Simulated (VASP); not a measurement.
Write the native input for VASP 6.6.1 that does the following.

| Quantity | Value |
| --- | --- |
| Task | single point |
| Functional | PBE |
| Potentials or basis | VASP PAW PBE potentials, release 64 (Cu, I) |
| Cutoff | 520 eV |
| k mesh | 9 × 9 × 9 |
| Occupations | fermi-dirac, width 0.03 eV |
| Spin | no spin polarisation |
| Dipole correction | no |
| Further INCAR settings | ALGO = Normal; EDIFF = 1e-07; NBANDS = 16 |

The structure of CuI lies in POSCAR:

```
CuI
1.0
    0.0000000000      2.9905287613      2.9905287613
    2.9905287613      0.0000000000      2.9905287613
    2.9905287613      2.9905287613      0.0000000000
Cu I
1 1
Direct
    0.7500000000      0.7500000000      0.7500000000
    0.0000000000      0.0000000000      0.0000000000
```

One way to write it, as run:

INCAR

```
SYSTEM = CuI
PREC = Accurate
ENCUT = 520
EDIFF = 1E-7
ISMEAR = -1
SIGMA = 0.03
LREAL = .FALSE.
LASPH = .TRUE.
NELM = 100
ALGO = Normal
ISIF = 2
LWAVE = .FALSE.
LCHARG = .FALSE.
GGA = PE
NBANDS = 16
```

KPOINTS

```
Automatic mesh
0
G
  9 9 9
  0 0 0
```

Potentials or basis: VASP PAW PBE potentials, release 64 (Cu, I).

Command:

```sh
$ cat potpaw_PBE.64/Cu/POTCAR potpaw_PBE.64/I/POTCAR > POTCAR
$ mpirun -np 1 vasp_std > vasp.out
```

Results of the run:

| Quantity | Value |
| --- | --- |
| Pressure | 2.2 GPa |
| Band gap on the k mesh | 1.26 eV |

Caveat: spin-orbit coupling is left out, which moves the levels of the heavy elements.

Wall time 21 s on 1 thread of Intel(R) Xeon(R) Platinum 8375C CPU @ 2.90GHz (Ice Lake), with other jobs on the host, peak memory 0.19 GiB.
